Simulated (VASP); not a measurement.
Here is a VASP 6.6.1 calculation.

The input INCAR:

```
SYSTEM = NaCl
PREC = Accurate
ENCUT = 520
EDIFF = 1E-6
ISMEAR = -1
SIGMA = 0.05
LREAL = .FALSE.
LASPH = .TRUE.
NELM = 60
ALGO = Normal
ISIF = 2
LWAVE = .FALSE.
LCHARG = .FALSE.
GGA = B5
ALDAX = 1.0
AGGAX = 1.0
AGGAC = 1.0
ALDAC = 0.0
NBANDS = 14
```

KPOINTS

```
Automatic mesh
0
G
  8 8 8
  0 0 0
```

The input POSCAR:

```
NaCl
1.0
    0.0000000000      2.8807061801      2.8807061801
    2.8807061801      0.0000000000      2.8807061801
    2.8807061801      2.8807061801      0.0000000000
Cl Na
1 1
Direct
    0.5000000000      0.5000000000      0.5000000000
    0.0000000000      0.0000000000      0.0000000000
```

Potentials or basis: VASP PAW PBE potentials, release 64 (Cl, Na_pv).

Run with:

```sh
$ cat potpaw_PBE.64/Cl/POTCAR potpaw_PBE.64/Na_pv/POTCAR > POTCAR
$ mpirun -np 1 vasp_std > vasp.out
```

Question: Predict the pressure.

Answer: -0.1 GPa.

Question: Estimate the band gap on the k mesh.

Answer: 4.90 eV, direct.

Caveat: the PAW data sets were made with another functional, which shifts forces and pressure a little. A k mesh can miss the band edges.
